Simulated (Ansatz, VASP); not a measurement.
Two plane-wave programs on MoS2

Contents of INCAR:

```
ALGO     = Normal         # electronic algorithm
EDIFF    = 1E-6           # SCF threshold, eV
ENCUT    = 520            # plane-wave cutoff, eV
GGA      = CA             # functional
ISIF     = 2              # what is computed and relaxed
ISMEAR   = -1             # smearing method
LASPH    = True           # aspherical terms in the spheres
LCHARG   = False          # write CHGCAR
LREAL    = False          # projectors in reciprocal space
LWAVE    = False          # write WAVECAR
NBANDS   = 35             # bands
NELM     = 60             # most SCF steps
PREC     = Accurate       # precision mode
SIGMA    = 0.05           # smearing width, eV
```

Contents of KPOINTS:

```
k-points
0
Gamma
  10 10 2
```

Contents of POSCAR:

```
MoS2
1.0
    3.1845414560      0.0000000000      0.0000000000
   -1.5922707280      2.7578938003      0.0000000000
    0.0000000000      0.0000000000     21.6705347200
Mo S
2 4
Direct
    0.3333333333      0.6666666667      0.8511602300
    0.6666666667      0.3333333333      0.1488397700
    0.6666666667      0.3333333333      0.7796253900
    0.3333333333      0.6666666667      0.0772510000
    0.6666666667      0.3333333333      0.9227490000
    0.3333333333      0.6666666667      0.2203746100
```

The input input.yaml:

```yaml
crystal:
  lattice:
    - [3.184541456, 0.0, 0.0]
    - [-1.592270728, 2.7578938003, 0.0]
    - [0.0, 0.0, 21.67053472]
  atoms:
    - { symbol: Mo, position: [0.3333333333, 0.6666666667, 0.85116023] }
    - { symbol: Mo, position: [0.6666666667, 0.3333333333, 0.14883977] }
    - { symbol: S, position: [0.6666666667, 0.3333333333, 0.77962539] }
    - { symbol: S, position: [0.3333333333, 0.6666666667, 0.077251] }
    - { symbol: S, position: [0.6666666667, 0.3333333333, 0.922749] }
    - { symbol: S, position: [0.3333333333, 0.6666666667, 0.22037461] }
hamiltonian:
  xc: lda
  pseudopotentials: { kind: paw }
kpoints:
  mp_grid: { grid: [10, 10, 2] }
scf:
  occupations: { method: fermi_dirac, width: 0.05 }
  n_extra_bands: 15
output:
  forces: true
  stress: true
  eigenvalues: true
  dos: { projected: true, de: 0.05, nscf_kmesh: { grid: [15, 15, 3] } }
  write_density: true
  write_potential: true
  elf: true
  volumetric_format: npy
```

Alike in both runs: functional LDA; k mesh 10 × 10 × 2; occupations fermi-dirac, width 0.05 eV; no spin polarisation.

|  | VASP | Ansatz |
| --- | --- | --- |
| version | VASP 6.6.1 | Ansatz 0.2.0 |
| potentials or method | VASP PAW LDA potentials, release 64 (Mo_sv, S) | Ansatz PAW |
| plane-wave cutoff (eV) | 520 | 420 |
| valence electrons in the cell | 52 | 52 |
| task | single point | projected density of states |

```csv
,VASP,Ansatz,Ansatz less VASP
gap on the k mesh at the Fermi level (eV),1.37,1.36,-0.012
least direct gap on the mesh (eV),1.89,1.89,-0.006
rms of the force components (eV/Å),0.153,0.161,+0.0078
```

LDA's correlation is that of Perdew and Zunger in VASP and of Perdew and Wang (1992) in Ansatz. Atom by atom the forces differ by 0.008 eV/Å (rms over components).
